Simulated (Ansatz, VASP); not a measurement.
## One calculation of MoS2, two programs

```xyz
3
Lattice="3.1390 0.0000 0.0000 -1.5695 2.7184 0.0000 0.0000 0.0000 6.1394" Properties=species:S:1:pos:R:3 pbc="T T T"
Mo    0.0000    0.0000    3.0697
S     0.0000    1.8123    1.5675
S     1.5695    0.9061    4.5719
```

Alike in both runs: task single point; functional PBEsol; k mesh 10 × 10 × 5; occupations gaussian, width 0.05 eV; no spin polarisation.

|  | VASP | Ansatz |
| --- | --- | --- |
| version | VASP 6.6.1 | Ansatz 0.2.0 |
| potentials or method | VASP PAW PBE potentials, release 64 (Mo_sv, S), cutoff 520 eV | plane waves, PAW |
| valence electrons in the cell | 26 | 26 |

Ansatz gave:

- pressure (GPa): 9.4
- traceless stress, the component that is largest in VASP (GPa): 3.89

**Question.** Estimate VASP's values.

**Answer.** Pressure (GPa): 9.4; traceless stress, the component that is largest in VASP (GPa): 3.91.

VASP's potentials were made for PBE, not for PBEsol. The functional is the same, so the differences come from potentials, cutoffs and numerics.
